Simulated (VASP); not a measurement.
# Zr (P6_3/mmc) in VASP: a series of runs

Runs on Zr. Level: PBE. Tasks: single point.

All numbers are computed with VASP 6.6.1; they aren't measurements. Logs are shortened: lines on timing, memory, paths and dates and some standing lists are left out, and cuts for length are marked.

### 1 The cell of the first run

It takes space group P6_3/mmc (No. 194, hexagonal). Conventional cell: a = 3.232 Å, b = 3.232 Å, c = 5.174 Å, α = 90.00°, β = 90.00°, γ = 120.00°. Zr (site symmetry -6m2) has 12 Zr at 3.19 to 3.23 Å within 4.2 Å.

### 2 Single point, PBE

INCAR

```
PREC = Accurate
ENCUT = 520
EDIFF = 1E-6
ISMEAR = -1
SIGMA = 0.1
LREAL = False
LASPH = True
NELM = 100
ALGO = Normal
ISIF = 2
LWAVE = False
LCHARG = False
GGA = PE
NBANDS = 19
```

KPOINTS

```
regular mesh
0
Gamma
  7 7 4
```

POSCAR

```
Zr
1.0
    3.2318821451      0.0000000000      0.0000000000
   -1.6159410725      2.7988920397      0.0000000000
    0.0000000000      0.0000000000      5.1741041053
Zr
2
Direct
    0.3333333333      0.6666666667      0.2500000000
    0.6666666667      0.3333333333      0.7500000000
```

Potentials or basis: VASP PAW PBE potentials, release 64 (Zr_sv).

Started as:

```
$ cat potpaw_PBE.64/Zr_sv/POTCAR > POTCAR
$ mpirun -np 1 vasp_std > vasp.out
```

OUTCAR:

```text
PREC = Accurate
   ENCUT = 520
   EDIFF = 1E-6
   ISMEAR = -1
   LREAL = False
   LASPH = True
   NELM = 100
   ISIF = 2
   GGA = PE

 ion  position               nearest neighbor table
   1  0.333  0.667  0.250-   2 3.19   2 3.19   2 3.19   2 3.19   2 3.19   2 3.19
   2  0.667  0.333  0.750-   1 3.19   1 3.19   1 3.19   1 3.19   1 3.19   1 3.19

  LATTYP: Found a hexagonal cell.
 ALAT       =     3.2318821451
 C/A-ratio  =     1.6009569263

  Lattice vectors:

 A1 = (   3.2318821451,   0.0000000000,   0.0000000000)
 A2 = (  -1.6159410725,   2.7988920397,   0.0000000000)
 A3 = (   0.0000000000,   0.0000000000,   5.1741041053)

Analysis of symmetry for initial positions (statically):
=====================================================================
 Subroutine PRICEL returns:
 Original cell was already a primitive cell.

 Routine SETGRP: Setting up the symmetry group for a
 hexagonal supercell.

 Subroutine GETGRP returns: Found 24 space group operations
 (whereof 12 operations were pure point group operations)
 out of a pool of 24 trial point group operations.

The static configuration has the point symmetry D_3d.
 The point group associated with its full space group is D_6h.

Analysis of symmetry for dynamics (positions and initial velocities):
=====================================================================
 Subroutine PRICEL returns:
 Original cell was already a primitive cell.

 Routine SETGRP: Setting up the symmetry group for a
 hexagonal supercell.

 Subroutine GETGRP returns: Found 24 space group operations
 (whereof 12 operations were pure point group operations)
 out of a pool of 24 trial point group operations.

The dynamic configuration has the point symmetry D_3d.
 The point group associated with its full space group is D_6h.

 Subroutine INISYM returns: Found 24 space group operations
 (whereof 12 operations are pure point group operations),
 and found     1 'primitive' translations

----------------------------------------------------------------------------------------

                                     Primitive cell

  volume of cell :      46.8033

  direct lattice vectors                    reciprocal lattice vectors
[... 76 lines left out ...]
 SYSTEM =  unknown system
   PREC   = accura    normal or accurate (medium, high low for compatibility)
   ISTART =      0    job   : 0-new  1-cont  2-samecut
   ICHARG =      2    charge: 1-file 2-atom 10-const
   ISPIN  =      1    spin polarized calculation?
   LNONCOLLINEAR =      F non collinear calculations
   LSORBIT =      F    spin-orbit coupling
   LASPH  =      T    aspherical Exc in radial PAW
   ENCUT  =  520.0 eV  38.22 Ry    6.18 a.u.   6.01  6.01  9.62*2*pi/ulx,y,z
   NELM   =    100;   NELMIN=  2; NELMDL= -5     # of ELM steps
   EDIFF  = 0.1E-05   stopping-criterion for ELM
   LREAL  =      F    real-space projection
   EDIFFG = 0.1E-04   stopping-criterion for IOM
   NSW    =      0    number of steps for IOM
   IBRION =     -1    ionic relax: 0-MD 1-quasi-New 2-CG
   NFREE  =      0    steps in history (QN), initial steepest desc. (CG)
   ISIF   =      2    stress and relaxation
   ISYM   =      2    0-nonsym 1-usesym 2-fastsym
   POTIM  = 0.5000    time-step for ionic-motion
   TEBEG  =    0.0;   TEEND  =   0.0 temperature during run
   PSTRESS=    0.0 pullay stress
   NELECT =      24.0000    total number of electrons
   NUPDOWN=      -1.0000    fix difference up-down
   EMIN   =  10.00;   EMAX   =-10.00  energy-range for DOS
   EFERMI =   0.00;   METHOD = LEGACY
   ISMEAR =    -1;   SIGMA  =   0.10  broadening in eV -4-tet -1-fermi 0-gaus
   EFERMI_NEDOS =   21; number of points for ismear=-14 and -15
   IALGO  =     38    algorithm
   IMIX   =      4    mixing-type and parameters
     AMIX     =   0.40;   BMIX     =  1.00
     AMIX_MAG =   1.60;   BMIX_MAG =  1.00
  volume/ion in A,a.u.               =      23.40       157.92
  Fermi-wavevector in a.u.,A,eV,Ry     =   1.310347  2.476197 23.361328  1.717009
  Thomas-Fermi vector in A             =   2.440883
   LORBIT       =      0    0 simple, 1 ext, 2 COOP (PROOUT), +10 PAW based schemes
   GGA     = PE    functional components
   LHFCALC =     F    Hartree Fock is set to
   AEXX    =    0.0000 exact exchange contribution
   IVDW    =     0    specifies the selected vdW correction
   LEPSILON=     F    determine dielectric tensor
   LRPA    =     F    only Hartree local field effects (RPA)
 non-spin polarized calculation
  energy-cutoff  :      520.00
  volume of cell :       46.80
 maximum number of plane-waves:      1280
   NGX = 13   NGY = 13   NGZ = 19

 number of electron      24.0000001 magnetization

 Free energy of the ion-electron system (eV)
  ---------------------------------------------------
  ext. energy  EPLUGINS =         0.00000000
  ---------------------------------------------------
  free energy    TOTEN  =       -17.07417314 eV

  energy without entropy =      -16.99901361  energy(sigma->0) =      -17.03659337

 E-fermi :   8.9515     XC(G=0): -11.0582

 val. band max:        8.9445112949   @ k =   0.1429   0.0000   0.0000
 cond. band min:       8.9630452852   @ k =   0.0000   0.0000   0.5000
 fundamental gap:      0.0185339903
 Fermi energy:         8.9515082504

 k-point     1 :       0.0000    0.0000    0.0000
  band No.  band energies     occupation
      1     -39.9060      2.00000
      2     -39.7578      2.00000
      3     -18.4099      2.00000
      4     -17.5618      2.00000
      5     -17.5618      2.00000
      6     -17.4300      2.00000
[... 505 lines left out ...]
      6     -17.9155      2.00000
[... 11 lines left out ...]
     18      13.5243      0.00000
     19      16.1291      0.00000

------------------------ aborting loop because EDIFF is reached ----------------------------------------

  FORCE on cell =-STRESS in cart. coord.  units (eV):
  Direction    XX          YY          ZZ          XY          YZ          ZX
  --------------------------------------------------------------------------------------
  -------------------------------------------------------------------------------------
  Total        0.0637727      0.0637727     -0.0300905      0.0000000     -0.0000000      0.0000000
  in kB        2.1830757      2.1830757     -1.0300625      0.0000000     -0.0000000      0.0000000
  external PRESSURE =       1.1120296 kB  Pullay stress =       0.0000000 kB

 VOLUME and BASIS-vectors are now :
 -----------------------------------------------------------------------------
  energy-cutoff  :      520.00
  volume of cell :       46.80
      direct lattice vectors                 reciprocal lattice vectors
     3.231882145  0.000000000  0.000000000     0.309417223  0.178642117  0.000000000
    -1.615941073  2.798892040  0.000000000     0.000000000  0.357284235  0.000000000
     0.000000000  0.000000000  5.174104105     0.000000000  0.000000000  0.193270174

 POSITION                                       TOTAL-FORCE (eV/Angst)
 -----------------------------------------------------------------------------------
     -0.00000      1.86593      1.29353         0.000000      0.000000      0.000000
      1.61594      0.93296      3.88058         0.000000     -0.000000      0.000000
 -----------------------------------------------------------------------------------
    total drift:                               -0.000000      0.000000     -0.000000

  FREE ENERGIE OF THE ION-ELECTRON SYSTEM (eV)
  ---------------------------------------------------
  free  energy   TOTEN  =       -17.0741731380 eV

  energy  without entropy=      -16.9990136105  energy(sigma->0) =      -17.03659337
```

OSZICAR:

```text
N       E                     dE             d eps       ncg     rms          rms(c)
DAV:   1     0.208163378343E+03    0.20816E+03   -0.13303E+04   912   0.125E+03
DAV:   2    -0.240189689182E+01   -0.21057E+03   -0.20698E+03  1069   0.364E+02
DAV:   3    -0.174338390000E+02   -0.15032E+02   -0.14896E+02  1667   0.681E+01
DAV:   4    -0.177776271548E+02   -0.34379E+00   -0.34352E+00  1059   0.108E+01
DAV:   5    -0.177874773485E+02   -0.98502E-02   -0.98479E-02  1321   0.128E+00    0.142E+01
DAV:   6    -0.171855031488E+02    0.60197E+00   -0.93959E-01   967   0.731E+00    0.556E+00
DAV:   7    -0.170676333992E+02    0.11787E+00   -0.58806E-01  1220   0.509E+00    0.111E+00
DAV:   8    -0.170741394892E+02   -0.65061E-02   -0.44091E-02  1175   0.148E+00    0.255E-01
DAV:   9    -0.170742261214E+02   -0.86632E-04   -0.14480E-03  1188   0.337E-01    0.372E-02
DAV:  10    -0.170741732080E+02    0.52913E-04   -0.30325E-05  1167   0.342E-02    0.247E-02
DAV:  11    -0.170741731380E+02    0.69967E-07   -0.97607E-06   997   0.338E-02
   1 F= -.17074173E+02 E0= -.17036593E+02  d E =-.751595E-01
```

Wall time 53 s (1 thread of AMD EPYC 7R13, shared host); peak memory 0.13 GiB.

What came out:

* Free energy: -17.0742 eV
* Pressure: 0.1 GPa
* Band gap on the k mesh: zero (band 12 reaches 9.81 eV, above the bottom of band 13 at 8.86 eV)

### 3 Single point, PBE

INCAR

```
ALGO = Normal
EDIFF = 1E-7
ENCUT = 520
GGA = PE
ISIF = 2
ISMEAR = -1
LASPH = True
LCHARG = False
LREAL = False
LWAVE = False
NBANDS = 19
NELM = 60
PREC = Accurate
SIGMA = 0.1
```

KPOINTS

```
k-points
0
Gamma
  9 9 5
```

POSCAR is that of step 2.

Potentials or basis: VASP PAW PBE potentials, release 64 (Zr_sv).

Started as:

```
$ cat potpaw_PBE.64/Zr_sv/POTCAR > POTCAR
$ mpirun -np 1 vasp_std > vasp.out
```

Run time: 75 s. Hardware: 1 thread of AMD EPYC 7R13, shared host; peak memory 0.14 GiB.

The run converged. Its results:

- Free energy: -17.0780 eV
- Pressure: 0.0 GPa
- Band gap on the k mesh: zero (band 12 reaches 9.81 eV, above the bottom of band 13 at 8.67 eV)

Stress tensor (GPa, compression positive):
```
-0.11  0.00  0.00
 0.00 -0.11  0.00
 0.00  0.00  0.14
```

Levels at points of the mesh, in eV from the Fermi level:
| k point | band 8 | band 9 | band 10 | band 11 | band 12 | band 13 | band 14 | band 15 | band 16 | band 17 |
| --- | --- | --- | --- | --- | --- | --- | --- | --- | --- | --- |
| (0.00, 0.00, 0.00) | -26.33 | -5.62 | -2.99 | 0.90 | 0.90 | 1.00 | 1.14 | 1.58 | 1.58 | 2.20 |

### 4 Single point, PBE

INCAR

```
ALGO     = Normal         # electronic algorithm
EDIFF    = 1E-6           # SCF threshold, eV
ENCUT    = 520            # plane-wave cutoff, eV
GGA      = PE             # functional
ISIF     = 2              # what is computed and relaxed
ISMEAR   = -1             # smearing method
LASPH    = True           # aspherical terms in the spheres
LCHARG   = False          # write CHGCAR
LREAL    = False          # projectors in reciprocal space
LWAVE    = False          # write WAVECAR
NBANDS   = 19             # bands
NELM     = 80             # most SCF steps
PREC     = Accurate       # precision mode
SIGMA    = 0.1            # smearing width, eV
```

KPOINTS

```
k-points
0
Gamma
  11 11 6
```

POSCAR is that of step 3.

Potentials or basis: VASP PAW PBE potentials, release 64 (Zr_sv).

Started as:

```
$ cat potpaw_PBE.64/Zr_sv/POTCAR > POTCAR
$ mpirun -np 1 vasp_std > vasp.out
```

OUTCAR:

```text
EDIFF = 1E-6
   ENCUT = 520
   GGA = PE
   ISIF = 2
   ISMEAR = -1
   LASPH = True
   LREAL = False
   NELM = 80
   PREC = Accurate

 ion  position               nearest neighbor table
   1  0.333  0.667  0.250-   2 3.19   2 3.19   2 3.19   2 3.19   2 3.19   2 3.19
   2  0.667  0.333  0.750-   1 3.19   1 3.19   1 3.19   1 3.19   1 3.19   1 3.19

  LATTYP: Found a hexagonal cell.
 ALAT       =     3.2318821451
 C/A-ratio  =     1.6009569263

  Lattice vectors:

 A1 = (   3.2318821451,   0.0000000000,   0.0000000000)
 A2 = (  -1.6159410725,   2.7988920397,   0.0000000000)
 A3 = (   0.0000000000,   0.0000000000,   5.1741041053)

Analysis of symmetry for initial positions (statically):
=====================================================================
 Subroutine PRICEL returns:
 Original cell was already a primitive cell.

 Routine SETGRP: Setting up the symmetry group for a
 hexagonal supercell.

 Subroutine GETGRP returns: Found 24 space group operations
 (whereof 12 operations were pure point group operations)
 out of a pool of 24 trial point group operations.

The static configuration has the point symmetry D_3d.
 The point group associated with its full space group is D_6h.

Analysis of symmetry for dynamics (positions and initial velocities):
=====================================================================
 Subroutine PRICEL returns:
 Original cell was already a primitive cell.

 Routine SETGRP: Setting up the symmetry group for a
 hexagonal supercell.

 Subroutine GETGRP returns: Found 24 space group operations
 (whereof 12 operations were pure point group operations)
 out of a pool of 24 trial point group operations.

The dynamic configuration has the point symmetry D_3d.
 The point group associated with its full space group is D_6h.

 Subroutine INISYM returns: Found 24 space group operations
 (whereof 12 operations are pure point group operations),
[... 104 lines left out ...]
   POTIM  = 0.5000    time-step for ionic-motion
   TEBEG  =    0.0;   TEEND  =   0.0 temperature during run
   PSTRESS=    0.0 pullay stress
   NELECT =      24.0000    total number of electrons
   NUPDOWN=      -1.0000    fix difference up-down
   EMIN   =  10.00;   EMAX   =-10.00  energy-range for DOS
   EFERMI =   0.00;   METHOD = LEGACY
   ISMEAR =    -1;   SIGMA  =   0.10  broadening in eV -4-tet -1-fermi 0-gaus
   EFERMI_NEDOS =   21; number of points for ismear=-14 and -15
   IALGO  =     38    algorithm
   IMIX   =      4    mixing-type and parameters
     AMIX     =   0.40;   BMIX     =  1.00
     AMIX_MAG =   1.60;   BMIX_MAG =  1.00
  volume/ion in A,a.u.               =      23.40       157.92
  Fermi-wavevector in a.u.,A,eV,Ry     =   1.310347  2.476197 23.361328  1.717009
  Thomas-Fermi vector in A             =   2.440883
   LORBIT       =      0    0 simple, 1 ext, 2 COOP (PROOUT), +10 PAW based schemes
   GGA     = PE    functional components
   LHFCALC =     F    Hartree Fock is set to
   AEXX    =    0.0000 exact exchange contribution
   IVDW    =     0    specifies the selected vdW correction
   LEPSILON=     F    determine dielectric tensor
   LRPA    =     F    only Hartree local field effects (RPA)
 non-spin polarized calculation
  energy-cutoff  :      520.00
  volume of cell :       46.80
 maximum number of plane-waves:      1284
   NGX = 13   NGY = 13   NGZ = 19

 number of electron      24.0000001 magnetization

 Free energy of the ion-electron system (eV)
  ---------------------------------------------------
  ext. energy  EPLUGINS =         0.00000000
  ---------------------------------------------------
  free energy    TOTEN  =       -17.07444071 eV

  energy without entropy =      -17.00396687  energy(sigma->0) =      -17.03920379

 E-fermi :   8.9102     XC(G=0): -11.0583

 val. band max:        8.8765086741   @ k =   0.0909   0.0909   0.1667
 cond. band min:       8.9227913574   @ k =   0.3636   0.2727   0.3333
 fundamental gap:      0.0462826833
 Fermi energy:         8.9102220180

 k-point     1 :       0.0000    0.0000    0.0000
  band No.  band energies     occupation
      1     -39.9063      2.00000
      2     -39.7581      2.00000
      3     -18.4129      2.00000
      4     -17.5608      2.00000
      5     -17.5608      2.00000
      6     -17.4329      2.00000
[... 505 lines left out ...]
      6     -17.6499      2.00000
[... 11 lines left out ...]
     18      11.9747      0.00000
     19      13.7249      0.00000

 [... further k-points ...]
[... 5 lines left out ...]
  --------------------------------------------------------------------------------------
  -------------------------------------------------------------------------------------
  Total        0.0075947      0.0075947      0.0139268      0.0000000     -0.0000000      0.0000000
  in kB        0.2599835      0.2599835      0.4767454      0.0000000     -0.0000000      0.0000000
  external PRESSURE =       0.3322375 kB  Pullay stress =       0.0000000 kB

 VOLUME and BASIS-vectors are now :
 -----------------------------------------------------------------------------
  energy-cutoff  :      520.00
  volume of cell :       46.80
      direct lattice vectors                 reciprocal lattice vectors
     3.231882145  0.000000000  0.000000000     0.309417223  0.178642117  0.000000000
    -1.615941073  2.798892040  0.000000000     0.000000000  0.357284235  0.000000000
     0.000000000  0.000000000  5.174104105     0.000000000  0.000000000  0.193270174

 POSITION                                       TOTAL-FORCE (eV/Angst)
 -----------------------------------------------------------------------------------
     -0.00000      1.86593      1.29353        -0.000000      0.000000      0.000000
      1.61594      0.93296      3.88058         0.000000      0.000000      0.000000
 -----------------------------------------------------------------------------------
    total drift:                               -0.000000      0.000000     -0.000000

  FREE ENERGIE OF THE ION-ELECTRON SYSTEM (eV)
  ---------------------------------------------------
  free  energy   TOTEN  =       -17.0744407056 eV

  energy  without entropy=      -17.0039668676  energy(sigma->0) =      -17.03920379
```

OSZICAR:

```text
N       E                     dE             d eps       ncg     rms          rms(c)
DAV:   1     0.216105686108E+03    0.21611E+03   -0.13261E+04  2432   0.125E+03
DAV:   2    -0.144876047222E+01   -0.21755E+03   -0.21344E+03  2778   0.366E+02
DAV:   3    -0.174015910548E+02   -0.15953E+02   -0.15774E+02  4430   0.714E+01
DAV:   4    -0.177750443454E+02   -0.37345E+00   -0.37305E+00  2858   0.116E+01
DAV:   5    -0.177869098658E+02   -0.11866E-01   -0.11863E-01  3618   0.139E+00    0.142E+01
DAV:   6    -0.171855972385E+02    0.60131E+00   -0.93776E-01  2642   0.731E+00    0.556E+00
DAV:   7    -0.170680451375E+02    0.11755E+00   -0.59185E-01  3350   0.510E+00    0.111E+00
DAV:   8    -0.170743779437E+02   -0.63328E-02   -0.42117E-02  3203   0.147E+00    0.248E-01
DAV:   9    -0.170744889630E+02   -0.11102E-03   -0.14665E-03  3144   0.336E-01    0.353E-02
DAV:  10    -0.170744407725E+02    0.48191E-04   -0.34115E-05  3199   0.357E-02    0.239E-02
DAV:  11    -0.170744407056E+02    0.66861E-07   -0.96353E-06  2647   0.336E-02
   1 F= -.17074441E+02 E0= -.17039204E+02  d E =-.704738E-01
```

stdout:

```text
POSCAR found type information on POSCAR Zr
 POSCAR found :  1 types and       2 ions
 scaLAPACK will be used
 LDA part: xc-table for (Slater+PW92), standard interpolation
 POSCAR, INCAR and KPOINTS ok, starting setup
 FFT: planning ... GRIDC
 FFT: planning ... GRID_SOFT
 FFT: planning ... GRID
 WAVECAR not read
 entering main loop
```

Wall time 1.7 min (1 thread of AMD EPYC 7R13, shared host); peak memory 0.15 GiB.

Results:

- Free energy: -17.0744 eV
- Pressure: 0.0 GPa
- Band gap on the k mesh: zero (band 12 reaches 9.81 eV, above the bottom of band 13 at 8.78 eV)

### 5 Overview

| k mesh | gap on the mesh (eV) | pressure (GPa) |
| --- | --- | --- |
| 7 × 7 × 4 | none | 0.1 |
| 9 × 9 × 5 | none | 0.0 |
| 11 × 11 × 6 | none | 0.0 |

Alike in all rows: task single point; level PBE; potentials or basis VASP PAW PBE potentials, release 64 (Zr_sv); no spin polarisation; cell as given; cutoff (eV) 520; smearing fermi-dirac 0.1 eV.

Every run on the cell as given and a fine mesh finds a metal.

Absolute energies hang on the potentials; compare differences alone.
